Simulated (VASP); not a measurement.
# Mo13S25 (a cell with a defect) in VASP: single point with PBE

Aim: the single point of Mo13S25 (a cell with a defect) with PBE.

Program: VASP 6.6.1. These are calculated values, not measurements. Logs are shortened: lines on timing, memory, paths and dates and some standing lists are left out, and cuts for length are marked.

## Step 1: The cell of the first run

The cell holds a defect, 38 atoms: a = 9.965 Å, b = 9.965 Å, c = 9.965 Å, α = 70.38°, β = 70.38°, γ = 70.38°.

## Step 2: Single point, PBE (atoms taken out, then relaxed in part)

Input file INCAR:

```
SYSTEM = Mo13S25
ALGO = Normal ; EDIFF = 1E-6
ENCUT = 520 ; GGA = PE
ISIF = 2 ; ISMEAR = 0
LASPH = .TRUE. ; LCHARG = .TRUE.
LELF = .TRUE. ; LREAL = Auto
LVHAR = .TRUE. ; LWAVE = .FALSE.
NBANDS = 191 ; NELM = 80
PREC = Accurate ; SIGMA = 0.01
```

Input file KPOINTS:

```
Automatic mesh
0
Gamma
  2 2 2
  0.5 0.5 0.5
```

Input file POSCAR:

```
Mo13S25
1.0
    1.5925883332      6.4363691201      7.4383206521
   -6.3703533327     -1.8389626057      7.4383206521
    4.7777649996     -4.5974065144      7.4383206521
Mo S
13 25
Direct
    0.0771663652      0.6925509806      0.2310125191
    1.0009913494      1.0010113377      0.9996747478
    0.1550578840      0.3809886762      0.4618369555
    0.3079908017      0.7704424993      0.9194502147
    0.3856267224      0.4612132093      0.1548375033
    0.5327772452      0.8485537979      0.6114855050
    0.7656040608      0.9233754171      0.3089040378
    0.2331691825      0.0730239666      0.6866233991
    0.4576393512      0.1481618606      0.3870153363
    0.6165243654      0.5405957658      0.8460132127
    0.6921670589      0.2319089807      0.0790573043
    0.8458285940      0.6163759648      0.5394728762
    0.9252111504      0.3075516742      0.7703705192
    0.4040467111      0.3951478427      0.4082307912
    0.5542719353      0.7955712944      0.8582408816
    0.7043947278      0.1696565507      0.3340328329
    0.7797632273      0.8697692527      0.5578928649
    0.9427111631      0.2497215374      0.0207636849
    0.1801866790      0.3197793432      0.7081180891
    0.6343369220      0.4823021464      0.0965573170
    0.8669175310      0.5580957785      0.7881830759
    0.0168672662      0.9420515212      0.2504951637
    0.0966490099      0.6322518816      0.4805130597
    0.2543846373      0.0194313265      0.9336093812
    0.3266669059      0.7120336253      0.1707134200
    0.3376132874      0.9529979028      0.4914594412
    0.2645920700      0.2612413136      0.2616316508
    0.4188252010      0.6470503798      0.7220912619
    0.5682451081      0.0342098164      0.1855119183
    0.6458566982      0.7231701123      0.4184382238
    0.8021986978      0.1112115290      0.8802498547
    0.0316657644      0.1836297235      0.5726713549
    0.4958269136      0.3417883163      0.9560448516
    0.7264037009      0.4175833132      0.6496730675
    0.8789921044      0.8028485183      0.1093830794
    0.9555369256      0.4943767198      0.3413100568
    0.1077854969      0.8799766854      0.7997028520
    0.1874639029      0.5709215410      0.0328382582
```

Potentials or basis: VASP PAW PBE potentials, release 64 (Mo_sv, S).

Command:

```bash
$ cat potpaw_PBE.64/Mo_sv/POTCAR potpaw_PBE.64/S/POTCAR > POTCAR
$ mpirun -np 1 vasp_std > vasp.out
```

OUTCAR:

```text
SYSTEM = Mo13S25
   EDIFF = 1E-6
   ENCUT = 520
   GGA = PE
   ISIF = 2
   ISMEAR = 0
   LASPH = .TRUE.
   LREAL = Auto
   NELM = 80
   PREC = Accurate

 ion  position               nearest neighbor table
   1  0.077  0.693  0.231-  22 2.41  23 2.41  25 2.41  36 2.41  35 2.41  38 2.41  12 3.19   2 3.19
                             5 3.19   3 3.21   7 3.21   4 3.21
   2  0.001  0.001  1.000-  31 2.41  18 2.41  22 2.42  35 2.42  37 2.43  24 2.44  13 3.17   4 3.19
                             1 3.19  11 3.20   7 3.22   8 3.22
   3  0.155  0.381  0.462-  14 2.40  19 2.40  32 2.42  36 2.42  27 2.42  23 2.43   9 3.16   8 3.16
                            13 3.18   5 3.19   1 3.21  12 3.22
   4  0.308  0.770  0.919-  24 2.40  15 2.40  28 2.42  38 2.42  37 2.42  25 2.43   8 3.16   6 3.16
                            10 3.18   2 3.19   1 3.21   5 3.22
   5  0.386  0.461  0.155-  33 2.41  20 2.41  25 2.42  38 2.42  27 2.43  14 2.44  11 3.17   3 3.19
                             1 3.19  10 3.20   4 3.22   9 3.22
   6  0.533  0.849  0.611-  26 2.38  28 2.40  30 2.40  15 2.40  17 2.40   9 3.10   8 3.10   7 3.16
                             4 3.16  10 3.22  12 3.22
   7  0.766  0.923  0.309-  17 2.40  16 2.40  29 2.42  35 2.42  30 2.42  22 2.43   6 3.16   9 3.16
                            11 3.18  12 3.19   1 3.21   2 3.22
   8  0.233  0.073  0.687-  26 2.38  32 2.40  37 2.40  19 2.40  24 2.40   6 3.10   9 3.10   4 3.16
                             3 3.16  13 3.22   2 3.22
   9  0.458  0.148  0.387-  26 2.38  29 2.40  27 2.40  16 2.40  14 2.40   6 3.10   8 3.10   3 3.16
                             7 3.16  11 3.22   5 3.22
  10  0.617  0.541  0.846-  34 2.41  33 2.41  21 2.42  20 2.42  28 2.43  15 2.44  12 3.17   4 3.18
                             5 3.20  13 3.20  11 3.20   6 3.22
  11  0.692  0.232  0.079-  33 2.41  31 2.41  20 2.42  18 2.42  29 2.43  16 2.44   5 3.17   7 3.18
                             2 3.20  13 3.20  10 3.20   9 3.22
  12  0.846  0.616  0.539-  34 2.41  21 2.41  23 2.42  36 2.42  30 2.43  17 2.44  10 3.17   7 3.19
                             1 3.19  13 3.20   3 3.22   6 3.22
  13  0.925  0.308  0.770-  31 2.41  34 2.41  18 2.42  21 2.42  32 2.43  19 2.44   2 3.17   3 3.18
                            12 3.20  10 3.20  11 3.20   8 3.22
  14  0.404  0.395  0.408-   3 2.40   9 2.40   5 2.44
  15  0.554  0.796  0.858-   4 2.40   6 2.40  10 2.44
  16  0.704  0.170  0.334-   7 2.40   9 2.40  11 2.44
  17  0.780  0.870  0.558-   7 2.40   6 2.40  12 2.44
  18  0.943  0.250  0.021-   2 2.41  13 2.42  11 2.42
  19  0.180  0.320  0.708-   3 2.40   8 2.40  13 2.44
[... 17 lines left out ...]
  37  0.108  0.880  0.800-   8 2.40   4 2.42   2 2.43
  38  0.187  0.571  0.033-   1 2.41   5 2.42   4 2.42

  LATTYP: Found a trigonal (rhomboedric) cell.
 ALAT       =     9.9645270421
 COS(alpha) =     0.3358486993

  Lattice vectors:

 A1 = (   1.5925883332,   6.4363691201,   7.4383206521)
 A2 = (  -6.3703533327,  -1.8389626057,   7.4383206521)
 A3 = (   4.7777649996,  -4.5974065144,   7.4383206521)

Analysis of symmetry for initial positions (statically):
=====================================================================
 Subroutine PRICEL returns:
 Original cell was already a primitive cell.

 Routine SETGRP: Setting up the symmetry group for a
 trigonal (rhombohedral) supercell.

 Subroutine GETGRP returns: Found  3 space group operations
 (whereof  1 operations were pure point group operations)
 out of a pool of 12 trial point group operations.

The static configuration has the point symmetry C_1 .
 The point group associated with its full space group is C_3 .

Analysis of symmetry for dynamics (positions and initial velocities):
=====================================================================
 Subroutine PRICEL returns:
 Original cell was already a primitive cell.

 Routine SETGRP: Setting up the symmetry group for a
 trigonal (rhombohedral) supercell.

 Subroutine GETGRP returns: Found  3 space group operations
 (whereof  1 operations were pure point group operations)
 out of a pool of 12 trial point group operations.

The dynamic configuration has the point symmetry C_1 .
 The point group associated with its full space group is C_3 .

 Subroutine INISYM returns: Found  3 space group operations
 (whereof  1 operations are pure point group operations),
 and found     1 'primitive' translations

----------------------------------------------------------------------------------------

                                     Primitive cell

  volume of cell :     849.6028

  direct lattice vectors                    reciprocal lattice vectors
     1.592588333  6.436369120  7.438320652     0.024150333  0.097602409  0.044812983
    -6.370353333 -1.838962606  7.438320652    -0.096601332 -0.027886402  0.044812983
     4.777765000 -4.597406514  7.438320652     0.072450999 -0.069716006  0.044812983

  length of vectors
     9.964527042  9.964527042  9.964527042     0.110080299  0.110080299  0.110080299

  position of ions in fractional coordinates (direct lattice)
     0.077166365  0.692550981  0.231012519
     0.000991349  0.001011338  0.999674748
     0.155057884  0.380988676  0.461836955
     0.307990802  0.770442499  0.919450215
     0.385626722  0.461213209  0.154837503
     0.532777245  0.848553798  0.611485505
[... 30 lines left out ...]
     0.107785497  0.879976685  0.799702852
     0.187463903  0.570921541  0.032838258

  ion indices of the primitive-cell ions
   primitive index   ion index
                 1           1
                 2           2
                 3           3
                 4           4
                 5           5
                 6           6
[... 30 lines left out ...]
                37          37
                38          38

----------------------------------------------------------------------------------------

 KPOINTS: Automatic mesh

Automatic generation of k-mesh.
 Grid dimensions read from file:
 generate k-points for:    2    2    2

 Generating k-lattice:

  Cartesian coordinates                     Fractional coordinates (reciprocal lattice)
     0.012075166  0.048801204  0.022406491     0.500000000  0.000000000  0.000000000
    -0.048300666 -0.013943201  0.022406491    -0.000000000  0.500000000 -0.000000000
     0.036225499 -0.034858003  0.022406491    -0.000000000 -0.000000000  0.500000000

  Length of vectors
     0.055040149  0.055040149  0.055040149

  Shift w.r.t. Gamma in fractional coordinates (k-lattice)
     0.500000000  0.500000000  0.500000000

 Subroutine IBZKPT returns following result:
 ===========================================

 Found      2 irreducible k-points:

 Following reciprocal coordinates:
            Coordinates               Weight
  0.250000  0.250000  0.250000      2.000000
 -0.250000  0.250000  0.250000      6.000000
   k-points           NKPTS =      2   k-points in BZ     NKDIM =      2   number of bands    NBANDS=    191
   number of dos      NEDOS =    301   number of ions     NIONS =     38
   total plane-waves  NPLWV = 512000
   dimension x,y,z NGX =    80 NGY =   80 NGZ =   80
   dimension x,y,z NGXF=   160 NGYF=  160 NGZF=  160
   ions per type =              13  25
   NGX,Y,Z   is equivalent  to a cutoff of  13.35, 13.35, 13.35 a.u.
   NGXF,Y,Z  is equivalent  to a cutoff of  26.69, 26.69, 26.69 a.u.
 SYSTEM =  Mo13S25
   PREC   = accura    normal or accurate (medium, high low for compatibility)
   ISTART =      0    job   : 0-new  1-cont  2-samecut
   ICHARG =      2    charge: 1-file 2-atom 10-const
   ISPIN  =      1    spin polarized calculation?
   LNONCOLLINEAR =      F non collinear calculations
   LSORBIT =      F    spin-orbit coupling
   LASPH  =      T    aspherical Exc in radial PAW
   ENCUT  =  520.0 eV  38.22 Ry    6.18 a.u.  18.53 18.53 18.53*2*pi/ulx,y,z
   NELM   =     80;   NELMIN=  2; NELMDL= -5     # of ELM steps
   EDIFF  = 0.1E-05   stopping-criterion for ELM
   LREAL  =      T    real-space projection
   EDIFFG = 0.1E-04   stopping-criterion for IOM
   NSW    =      0    number of steps for IOM
   IBRION =     -1    ionic relax: 0-MD 1-quasi-New 2-CG
   NFREE  =      0    steps in history (QN), initial steepest desc. (CG)
   ISIF   =      2    stress and relaxation
   ISYM   =      2    0-nonsym 1-usesym 2-fastsym
   POTIM  = 0.5000    time-step for ionic-motion
   TEBEG  =    0.0;   TEEND  =   0.0 temperature during run
   PSTRESS=    0.0 pullay stress
   NELECT =     332.0000    total number of electrons
   NUPDOWN=      -1.0000    fix difference up-down
   EMIN   =  10.00;   EMAX   =-10.00  energy-range for DOS
   EFERMI =   0.00;   METHOD = LEGACY
   ISMEAR =     0;   SIGMA  =   0.01  broadening in eV -4-tet -1-fermi 0-gaus
   EFERMI_NEDOS =   21; number of points for ismear=-14 and -15
   IALGO  =     38    algorithm
   IMIX   =      4    mixing-type and parameters
     AMIX     =   0.40;   BMIX     =  1.00
     AMIX_MAG =   1.60;   BMIX_MAG =  1.00
  volume/ion in A,a.u.               =      22.36       150.88
  Fermi-wavevector in a.u.,A,eV,Ry     =   1.196875  2.261766 19.490486  1.432510
  Thomas-Fermi vector in A             =   2.332804
   LORBIT       =      0    0 simple, 1 ext, 2 COOP (PROOUT), +10 PAW based schemes
   GGA     = PE    functional components
   LHFCALC =     F    Hartree Fock is set to
   AEXX    =    0.0000 exact exchange contribution
   IVDW    =     0    specifies the selected vdW correction
   LEPSILON=     F    determine dielectric tensor
   LRPA    =     F    only Hartree local field effects (RPA)
 non-spin polarized calculation
 Gauss-broadening in eV      SIGMA  =   0.01
  energy-cutoff  :      520.00
  volume of cell :      849.60
 maximum number of plane-waves:     22888
 NGX is ok and might be reduce to    80
   NGX = 37   NGY = 37   NGZ = 37

 number of electron     332.0000003 magnetization

 Free energy of the ion-electron system (eV)
  ---------------------------------------------------
  ext. energy  EPLUGINS =         0.00000000
  ---------------------------------------------------
  free energy    TOTEN  =      -277.37712868 eV

  energy without entropy =     -277.37712868  energy(sigma->0) =     -277.37712868

 E-fermi :   4.6447     XC(G=0):  -9.2818

 val. band max:        4.4869791907   @ k =   0.2500   0.2500   0.2500
 cond. band min:       5.4805690468   @ k =   0.2500   0.2500   0.2500
 fundamental gap:      0.9935898561
 Fermi energy:         4.6447472326

 k-point     1 :       0.2500    0.2500    0.2500
  band No.  band energies     occupation
      1     -56.5682      2.00000
      2     -56.5600      2.00000
      3     -56.5600      2.00000
      4     -56.5484      2.00000
      5     -56.5228      2.00000
      6     -56.5180      2.00000
[... 170 lines left out ...]
    177       6.5068      0.00000
    178       6.5659      0.00000

 k-point     2 :      -0.2500    0.2500    0.2500
  band No.  band energies     occupation
      1     -56.5668      2.00000
      2     -56.5616      2.00000
      3     -56.5602      2.00000
      4     -56.5480      2.00000
      5     -56.5248      2.00000
      6     -56.5177      2.00000
[... 170 lines left out ...]
    177       6.5792      0.00000
    178       6.6073      0.00000
 [bands above 178 left out]

------------------------ aborting loop because EDIFF is reached ----------------------------------------

  FORCE on cell =-STRESS in cart. coord.  units (eV):
  Direction    XX          YY          ZZ          XY          YZ          ZX
  --------------------------------------------------------------------------------------
  -------------------------------------------------------------------------------------
  Total       -7.5024939     -7.5024939     -0.8345137      0.0000000      0.0000000     -0.0000000
  in kB      -14.1481711    -14.1481711     -1.5737225      0.0000001      0.0000000     -0.0000000
  external PRESSURE =      -9.9566882 kB  Pullay stress =       0.0000000 kB

 VOLUME and BASIS-vectors are now :
 -----------------------------------------------------------------------------
  energy-cutoff  :      520.00
  volume of cell :      849.60
      direct lattice vectors                 reciprocal lattice vectors
     1.592588333  6.436369120  7.438320652     0.024150333  0.097602409  0.044812983
    -6.370353333 -1.838962606  7.438320652    -0.096601332 -0.027886402  0.044812983
     4.777765000 -4.597406514  7.438320652     0.072450999 -0.069716006  0.044812983

 POSITION                                       TOTAL-FORCE (eV/Angst)
 -----------------------------------------------------------------------------------
     -3.18518     -1.83896      7.44375         0.000000      0.000000      0.004527
      4.77135     -4.59139      7.45080        -0.001032      0.001225      0.000749
      0.02646     -1.82587      7.42258        -0.000314      0.000889      0.003778
     -0.02457     -3.66156     14.86090        -0.000613     -0.000717      0.003778
     -1.58417      0.92203      7.45080         0.001577      0.000281      0.000749
     -1.63556     -0.94256     14.82321        -0.000100     -0.000306     -0.009964
[... 30 lines left out ...]
     -1.61331     -4.60106     13.29574        -0.001207      0.001221      0.013815
     -3.18153      0.00571      5.88538        -0.001789     -0.000145      0.010493
 -----------------------------------------------------------------------------------
    total drift:                                0.000032      0.000064      0.003588

  FREE ENERGIE OF THE ION-ELECTRON SYSTEM (eV)
  ---------------------------------------------------
  free  energy   TOTEN  =      -277.3771286833 eV

  energy  without entropy=     -277.3771286833  energy(sigma->0) =     -277.37712868
```

Wall time 27 min (1 thread of Oxide Virtual Turin-like, shared host); peak memory 1 GiB.

What came out:

| Quantity | Value |
| --- | --- |
| Free energy | -277.3771 eV |
| Pressure | -1.0 GPa |
| Largest force | 0.015 eV/Å |
| Band gap on the k mesh | 0.99 eV |

Forces on the atoms (eV/Å):
```
Mo   0.000  0.000  0.005
Mo  -0.001  0.001  0.001
Mo   0.000  0.001  0.004
Mo  -0.001 -0.001  0.004
Mo   0.002  0.000  0.001
Mo   0.000  0.000 -0.010
Mo   0.001  0.000  0.004
Mo   0.000  0.000 -0.010
Mo   0.000  0.000 -0.010
Mo   0.000  0.001 -0.002
Mo  -0.001  0.000 -0.002
Mo  -0.001 -0.002  0.001
Mo   0.000  0.000 -0.002
S   -0.003 -0.001 -0.010
S    0.002 -0.001 -0.010
S    0.000  0.002 -0.010
S    0.001  0.003 -0.010
S    0.002  0.001 -0.012
S   -0.002 -0.001 -0.010
S    0.000 -0.002 -0.012
S   -0.002  0.001 -0.012
S    0.001  0.003 -0.013
S   -0.003  0.000 -0.013
S    0.003 -0.002 -0.010
S    0.002 -0.002 -0.013
S    0.000  0.000  0.006
S    0.002  0.000  0.014
S   -0.004  0.001  0.014
S    0.001 -0.004  0.014
S    0.000 -0.002  0.014
S   -0.001 -0.002  0.011
S    0.003  0.003  0.014
S   -0.001  0.001  0.011
S    0.002  0.000  0.011
S    0.001 -0.001  0.010
S    0.001  0.002  0.010
S   -0.001  0.001  0.014
S   -0.002  0.000  0.010
```

Stress tensor (GPa, compression positive):
```
-1.41  0.00  0.00
 0.00 -1.41  0.00
 0.00  0.00 -0.16
```

Caveat: the cell differs from its parent crystal (atoms taken out, then relaxed in part).
